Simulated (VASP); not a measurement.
# CrRe3 (Pm-3m) in VASP: single point with LDA

Aim: the single point of CrRe3 with LDA.

All numbers are computed with VASP 6.6.1; they aren't measurements. Logs are shortened: lines on timing, memory, paths and dates and some standing lists are left out, and cuts for length are marked.

### 1 The cell of the first run

The structure is cubic, space group Pm-3m (No. 221). Conventional cell: a = 3.864 Å, b = 3.864 Å, c = 3.864 Å, α = 90.00°, β = 90.00°, γ = 90.00°. Cr (site symmetry m-3m) has 12 Re at 2.73 Å within 3.6 Å. Within 3.6 Å of Re (site symmetry 4/mmm) lie 4 Cr at 2.73 Å and 8 Re at 2.73 Å. Re (site symmetry 4/mmm) has 4 Cr at 2.73 Å and 8 Re at 2.73 Å within 3.6 Å.

### 2 Single point, LDA

INCAR

```
ALGO = Normal
EDIFF = 1E-6
ENCUT = 520
ISIF = 2
ISMEAR = -1
LASPH = True
LCHARG = False
LREAL = False
LWAVE = False
NBANDS = 43
NELM = 80
PREC = Accurate
SIGMA = 0.05
```

KPOINTS

```
k-points
0
Gamma
  6 6 3
```

POSCAR

```
CrRe3
1.0
    3.8635480000      0.0000000000      0.0000000000
    0.0000000000      3.8635480000      0.0000000000
    0.0000000000      0.0000000000      7.7270960000
Cr Re
2 6
Direct
    0.0000000000      0.0000000000      0.0000000000
    0.0000000000      0.0000000000      0.5000000000
    0.0000000000      0.5000000000      0.2500000000
    0.5000000000      0.0000000000      0.2500000000
    0.5000000000      0.5000000000      0.0000000000
    0.0000000000      0.5000000000      0.7500000000
    0.5000000000      0.0000000000      0.7500000000
    0.5000000000      0.5000000000      0.5000000000
```

Potentials or basis: VASP PAW LDA potentials, release 64 (Cr_pv, Re).

On the command line:

```
$ cat potpaw_LDA.64/Cr_pv/POTCAR potpaw_LDA.64/Re/POTCAR > POTCAR
$ mpirun -np 1 vasp_std > vasp.out
```

OUTCAR:

```text
EDIFF = 1E-6
   ENCUT = 520
   ISIF = 2
   ISMEAR = -1
   LASPH = True
   LREAL = False
   NELM = 80
   PREC = Accurate

 ion  position               nearest neighbor table
   1  0.000  0.000  0.000-   3 2.73   4 2.73   5 2.73   6 2.73   7 2.73   3 2.73   5 2.73   6 2.73
                             4 2.73   5 2.73   7 2.73   5 2.73
   2  0.000  0.000  0.500-   3 2.73   4 2.73   6 2.73   7 2.73   8 2.73   3 2.73   6 2.73   8 2.73
                             4 2.73   7 2.73   8 2.73   8 2.73
   3  0.000  0.500  0.250-   1 2.73   2 2.73   4 2.73   5 2.73   8 2.73   1 2.73   2 2.73   4 2.73
                             4 2.73   5 2.73   8 2.73   4 2.73
   4  0.500  0.000  0.250-   1 2.73   2 2.73   3 2.73   5 2.73   8 2.73   3 2.73   5 2.73   8 2.73
                             1 2.73   2 2.73   3 2.73   3 2.73
   5  0.500  0.500  0.000-   1 2.73   3 2.73   4 2.73   6 2.73   7 2.73   1 2.73   4 2.73   7 2.73
                             1 2.73   3 2.73   6 2.73   1 2.73
   6  0.000  0.500  0.750-   1 2.73   2 2.73   5 2.73   7 2.73   8 2.73   1 2.73   2 2.73   7 2.73
                             5 2.73   7 2.73   8 2.73   7 2.73
   7  0.500  0.000  0.750-   1 2.73   2 2.73   5 2.73   6 2.73   8 2.73   5 2.73   6 2.73   8 2.73
                             1 2.73   2 2.73   6 2.73   6 2.73
   8  0.500  0.500  0.500-   2 2.73   3 2.73   4 2.73   6 2.73   7 2.73   2 2.73   4 2.73   7 2.73
                             2 2.73   3 2.73   6 2.73   2 2.73

  LATTYP: Found a simple tetragonal cell.
 ALAT       =     3.8635480000
 C/A-ratio  =     2.0000000000

  Lattice vectors:

 A1 = (   3.8635480000,   0.0000000000,   0.0000000000)
 A2 = (   0.0000000000,   3.8635480000,   0.0000000000)
 A3 = (   0.0000000000,   0.0000000000,   7.7270960000)

Analysis of symmetry for initial positions (statically):
=====================================================================
 Subroutine PRICEL returns following result:

  LATTYP: Found a simple cubic cell.
 ALAT       =     3.8635480000

  Lattice vectors:

 A1 = (   3.8635480000,   0.0000000000,   0.0000000000)
 A2 = (   0.0000000000,   3.8635480000,   0.0000000000)
 A3 = (   0.0000000000,   0.0000000000,   3.8635480000)

   2 primitive cells build up your supercell.

 Routine SETGRP: Setting up the symmetry group for a
 simple tetragonal supercell.

 Subroutine GETGRP returns: Found 16 space group operations
 (whereof 16 operations were pure point group operations)
 out of a pool of 16 trial point group operations.

The static configuration has the point symmetry D_4h.
[... 126 lines left out ...]
   IBRION =     -1    ionic relax: 0-MD 1-quasi-New 2-CG
   NFREE  =      0    steps in history (QN), initial steepest desc. (CG)
   ISIF   =      2    stress and relaxation
   ISYM   =      2    0-nonsym 1-usesym 2-fastsym
   POTIM  = 0.5000    time-step for ionic-motion
   TEBEG  =    0.0;   TEEND  =   0.0 temperature during run
   PSTRESS=    0.0 pullay stress
   NELECT =      66.0000    total number of electrons
   NUPDOWN=      -1.0000    fix difference up-down
   EMIN   =  10.00;   EMAX   =-10.00  energy-range for DOS
   EFERMI =   0.00;   METHOD = LEGACY
   ISMEAR =    -1;   SIGMA  =   0.05  broadening in eV -4-tet -1-fermi 0-gaus
   EFERMI_NEDOS =   21; number of points for ismear=-14 and -15
   IALGO  =     38    algorithm
   IMIX   =      4    mixing-type and parameters
     AMIX     =   0.40;   BMIX     =  1.00
     AMIX_MAG =   1.60;   BMIX_MAG =  1.00
  volume/ion in A,a.u.               =      14.42        97.30
  Fermi-wavevector in a.u.,A,eV,Ry     =   1.359126  2.568376 25.133014  1.847224
  Thomas-Fermi vector in A             =   2.485901
   LORBIT       =      0    0 simple, 1 ext, 2 COOP (PROOUT), +10 PAW based schemes
   GGA     = CA    functional components
   LHFCALC =     F    Hartree Fock is set to
   AEXX    =    0.0000 exact exchange contribution
   IVDW    =     0    specifies the selected vdW correction
   LEPSILON=     F    determine dielectric tensor
   LRPA    =     F    only Hartree local field effects (RPA)
 non-spin polarized calculation
  energy-cutoff  :      520.00
  volume of cell :      115.34
 maximum number of plane-waves:      3164
 NGX is ok and might be reduce to    30
   NGX = 15   NGY = 15   NGZ = 29

 number of electron      65.9999995 magnetization

 Free energy of the ion-electron system (eV)
  ---------------------------------------------------
  ext. energy  EPLUGINS =         0.00000000
  ---------------------------------------------------
  free energy    TOTEN  =      -102.35470559 eV

  energy without entropy =     -102.29877782  energy(sigma->0) =     -102.32674171

 E-fermi :   8.1539     XC(G=0): -13.6761

 val. band max:        8.0913476759   @ k =   0.0000   0.0000   0.3333
 cond. band min:       8.1809630425   @ k =   0.3333   0.3333   0.0000
 fundamental gap:      0.0896153665
 Fermi energy:         8.1539208352

 k-point     1 :       0.0000    0.0000    0.0000
  band No.  band energies     occupation
      1     -34.3525      2.00000
      2     -34.3447      2.00000
      3     -34.3447      2.00000
      4     -34.3421      2.00000
      5     -34.3421      2.00000
      6     -34.3421      2.00000
[... 909 lines left out ...]
     42      10.3263      0.00000
     43      10.7169      0.00000

------------------------ aborting loop because EDIFF is reached ----------------------------------------

  FORCE on cell =-STRESS in cart. coord.  units (eV):
  Direction    XX          YY          ZZ          XY          YZ          ZX
  --------------------------------------------------------------------------------------
  -------------------------------------------------------------------------------------
  Total      -12.4213986    -12.4213986    -12.4211499      0.0000000     -0.0000000     -0.0000000
  in kB     -172.5409362   -172.5409362   -172.5374812      0.0000000     -0.0000000     -0.0000000
  external PRESSURE =    -172.5397846 kB  Pullay stress =       0.0000000 kB

 VOLUME and BASIS-vectors are now :
 -----------------------------------------------------------------------------
  energy-cutoff  :      520.00
  volume of cell :      115.34
      direct lattice vectors                 reciprocal lattice vectors
     3.863548000  0.000000000  0.000000000     0.258829449  0.000000000  0.000000000
     0.000000000  3.863548000  0.000000000     0.000000000  0.258829449  0.000000000
     0.000000000  0.000000000  7.727096000     0.000000000  0.000000000  0.129414724

 POSITION                                       TOTAL-FORCE (eV/Angst)
 -----------------------------------------------------------------------------------
      0.00000      0.00000      0.00000         0.000000     -0.000000     -0.000000
      0.00000      0.00000      3.86355         0.000000     -0.000000     -0.000000
      0.00000      1.93177      1.93177        -0.000000      0.000000      0.000000
      1.93177      0.00000      1.93177        -0.000000      0.000000      0.000000
      1.93177      1.93177      0.00000        -0.000000      0.000000      0.000000
      0.00000      1.93177      5.79532        -0.000000      0.000000      0.000000
      1.93177      0.00000      5.79532        -0.000000      0.000000      0.000000
      1.93177      1.93177      3.86355        -0.000000      0.000000      0.000000
 -----------------------------------------------------------------------------------
    total drift:                                0.000000      0.000000      0.000000

  FREE ENERGIE OF THE ION-ELECTRON SYSTEM (eV)
  ---------------------------------------------------
  free  energy   TOTEN  =      -102.3547055945 eV

  energy  without entropy=     -102.2987778247  energy(sigma->0) =     -102.32674171
```

Wall time 2.2 min (1 thread of Intel Xeon Platinum 8559C (Emerald Rapids), shared host); peak memory 0.22 GiB.

Results:

```
Free energy            : -102.3547 eV
Pressure               : -17.3 GPa
Band gap on the k mesh : zero (band 33 reaches 9.22 eV, above the bottom of band 34 at 7.56 eV)
```

Levels at points of the mesh, in eV from the Fermi level:
```
           k point  band 29  band 30  band 31  band 32  band 33  band 34  band 35  band 36
(0.00, 0.00, 0.00)     0.43     0.47     0.47     0.57     0.59     0.59     1.11     1.11
(0.50, 0.00, 0.00)    -1.00    -0.80    -0.24    -0.24    -0.16     0.10     0.43     0.47
(0.50, 0.50, 0.00)    -1.06    -1.06    -0.24    -0.24    -0.16     0.10     0.42     0.42
```

Caveat: spin-orbit coupling is left out, which moves the levels of the heavy elements.
